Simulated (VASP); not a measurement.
Runs of VASP 6.6.1 on H. The structure is that of space group Cmmm (No. 65), or close to it. The cells are those of the table. 

| cell | k mesh | smearing | gap on the mesh (eV) | pressure (GPa) | largest force (eV/Å) |
| --- | --- | --- | --- | --- | --- |
| a = 3.191, b = 3.191, c = 6.314 Å, angles 90.0, 90.0, 117.8°, 4 atoms | 6 × 6 × 4 | gaussian 0.1 eV | (a) | 0.8 | 0.63 |
| a = 3.213, b = 3.156, c = 6.293 Å, angles 90.0, 90.2, 118.1°, 4 atoms | 6 × 6 × 4 | gaussian 0.02 eV | 6.78 | -2.0 | 3.06 |
| a = 3.213, b = 3.156, c = 6.293 Å, angles 90.0, 90.2, 118.1°, 4 atoms | 1 × 1 × 1 | gaussian 0.02 eV | 10.50 | (b) | (c) |
| a = 3.213, b = 3.156, c = 6.293 Å, angles 90.0, 90.2, 118.1°, 4 atoms | 4 × 4 × 2 | gaussian 0.02 eV | 6.78 | -1.9 | 3.06 |

Alike in all rows: task single point; level PBEsol; potentials or basis VASP PAW PBE potentials, release 64 (H); no spin polarisation; cutoff (eV) 500.

Q: Fill in the values left out.

A: (a) 8.21; (b) -15.4; (c) 3.54.

Caveats: some runs use coarse meshes; the PAW data sets were made with another functional, which shifts forces and pressure a little.

A k mesh can miss the band edges.
